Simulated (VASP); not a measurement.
Input of a VASP 6.6.1 run:

Contents of INCAR:

```
PREC = Accurate
ENCUT = 520
EDIFF = 1E-6
ISMEAR = -1
SIGMA = 0.15
LREAL = False
LASPH = True
NELM = 60
ALGO = Fast
ISIF = 2
LWAVE = False
LCHARG = False
NBANDS = 12
```

The input KPOINTS:

```
Automatic mesh
0
Gamma
  20 20 20
```

Contents of POSCAR:

```
Cu
1.0
    0.0000000000      1.7592130920      1.7592130920
    1.7592130920      0.0000000000      1.7592130920
    1.7592130920      1.7592130920      0.0000000000
Cu
1
Direct
    0.0000000000      0.0000000000      0.0000000000
```

Potentials or basis: VASP PAW LDA potentials, release 64 (Cu).

Run with:

```console
$ cat potpaw_LDA.64/Cu/POTCAR > POTCAR
$ mpirun -np 1 vasp_std > vasp.out
```

**Question.** What does it give for the band gap on the k mesh?

**Answer.** Zero (an odd number of electrons rules out a gap without spin polarisation).

**Question.** Predict the pressure.

**Answer.** 1.2 GPa.
